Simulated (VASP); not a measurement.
Here is a VASP 6.6.1 calculation.

File INCAR:

```
ALGO = Normal
EDIFF = 1E-6
ENCUT = 690
GGA = PE
GGA_COMPAT = False
ISIF = 2
ISMEAR = -1
LASPH = True
LCHARG = True
LELF = True
LMAXMIX = 6
LREAL = False
LVHAR = True
LWAVE = False
NBANDS = 28
NELM = 200
PREC = Accurate
SIGMA = 0.05
```

The input KPOINTS:

```
k-points
0
Gamma
  7 7 6
```

File POSCAR:

```
LaFeGe
1.0
    4.2318077991      0.0000000000      0.0000000000
   -2.1159038996      3.6648530580      0.0000000000
    0.0000000000      0.0000000000      4.2857840000
La Ge Fe
1 1 1
Direct
    0.0000000000      0.0000000000      0.0000000000
    0.6666666667      0.3333333333      0.5000000000
    0.3333333333      0.6666666667      0.5000000000
```

Potentials or basis: VASP PAW PBE potentials, release 64 (La, Ge_d, Fe_sv).

Run with:

```sh
$ cat potpaw_PBE.64/La/POTCAR potpaw_PBE.64/Ge_d/POTCAR potpaw_PBE.64/Fe_sv/POTCAR > POTCAR
$ mpirun -np 1 vasp_std > vasp.out
```

(1) What does it give for the band gap on the k mesh?

(2) Predict the pressure.

Answers

(1) zero (an odd number of electrons rules out a gap without spin polarisation).

(2) -4.0 GPa.

Caveat: the cell stands under tension; spin-orbit coupling is left out, which moves the levels of the heavy elements; the run has no spin polarisation, though such a crystal can be magnetic.
